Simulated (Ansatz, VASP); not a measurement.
**NaF in VASP and in Ansatz**

Contents of POSCAR:

```
NaF
1.0
   -0.0867344188      2.2832538977      2.2832538977
    2.2832538977     -0.0867344188      2.2832538977
    2.2832538977      2.2832538977     -0.0867344188
Na F
1 1
Direct
    0.0000000000      0.0000000000      0.0000000000
    0.5000000000      0.5000000000      0.5000000000
```

File INCAR.step1:

```
ALGO = Normal
EDIFF = 1E-4
ENCUT = 520
GGA = PE
ISMEAR = 0
LASPH = T
LCHARG = F
LREAL = F
LWAVE = T
NBANDS = 14
NELM = 60
PREC = Accurate
SIGMA = 0.01
```

Contents of INCAR.step2:

```
ALGO = Normal
EDIFF = 1E-6
ENCUT = 520
ISIF = 2
ISMEAR = 0
ISTART = 1
LASPH = T
LCHARG = F
LMIXTAU = T
LREAL = F
LWAVE = F
METAGGA = R2SCAN
NBANDS = 14
NELM = 60
PREC = Accurate
SIGMA = 0.01
```

The input KPOINTS:

```
k-points
0
Gamma
  10 10 10
```

Input for Ansatz:

```yaml
crystal:
  lattice:
    - [-0.0867344188, 2.2832538977, 2.2832538977]
    - [2.2832538977, -0.0867344188, 2.2832538977]
    - [2.2832538977, 2.2832538977, -0.0867344188]
  atoms:
    - { symbol: Na, position: [0.0, 0.0, 0.0] }
    - { symbol: F, position: [0.5, 0.5, 0.5] }
kpoints:
  mp_grid: { grid: [10, 10, 10] }
  band_path:
    path:
      - [0.0, 0.0, 0.0]
      - [0.5, 0.0, 0.5]
      - [0.625, 0.25, 0.625]
      - [0.375, 0.375, 0.75]
      - [0.5, 0.5, 0.5]
      - [0.5, 0.25, 0.75]
    npoints: 1
hamiltonian:
  xc: r2scan
scf:
  occupations: { method: fixed }
  n_extra_bands: 4
output:
  forces: true
  stress: true
  eigenvalues: true
```

Change from the starting cell: epitaxial_111 strain +3.2%.

Alike in both runs: task single point; functional r2SCAN; k mesh 10 × 10 × 10; no spin polarisation.

|  | VASP | Ansatz |
| --- | --- | --- |
| version | VASP 6.6.1 | Ansatz 0.2.0 |
| potentials or method | VASP PAW PBE potentials, release 64 (Na_pv, F) | plane waves, PAW |
| plane-wave cutoff (eV) | 520 | 500 |
| occupations | gaussian, width 0.01 eV | fixed |
| valence electrons in the cell | 14 | 16 |

|  | VASP | Ansatz | Ansatz less VASP |
| --- | --- | --- | --- |
| gap on the k mesh at the Fermi level (eV) | 7.00 | 6.96 | -0.035 |
| pressure (GPa) | -2.4 | -1.9 | +0.50 |
| traceless stress, the component that is largest in VASP (GPa) | 0.97 | 0.96 | -0.010 |

VASP's potentials were made for PBE, not for r2SCAN. VASP's potentials hold 14 valence electrons a cell and Ansatz's 16, so a difference there can come from the potentials and not from the codes.
